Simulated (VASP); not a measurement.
The system is CoO.

```
CELL_PARAMETERS angstrom
1.48512 0.85744 2.40695
-1.48512 0.85744 2.40695
0.00000 -1.71487 2.40695
ATOMIC_POSITIONS crystal
Co 0.00000 0.00000 0.00000
O 0.50000 0.50000 0.50000
```

Base run:

```yaml
Program: VASP 6.6.1
Functional: r2SCAN
Potentials_or_basis: VASP PAW PBE potentials, release 64 (Co, O)
Cutoff: 520 eV
k_mesh: 11 × 11 × 11
Occupations: fermi-dirac, width 0.05 eV
Spin: collinear spin, ferromagnetic start
Starting_moments: "[2.0, 0.0] μB"
```

Its results: pressure 3.3 GPa; net moment 3.00 μB per cell; site moments Co +2.69; O +0.29 μB.

**Question.** The run is repeated on the same cell with these changes: functional from r2SCAN to PBEsol. What comes out?

**Answer.** Pressure -3.0 GPa; net moment 2.81 μB per cell; site moments Co +2.47; O +0.29 μB.

Caveats: the PAW data sets were made with another functional, which shifts forces and pressure a little; a cell with one magnetic atom can't hold antiferromagnetic order, which such compounds often take.
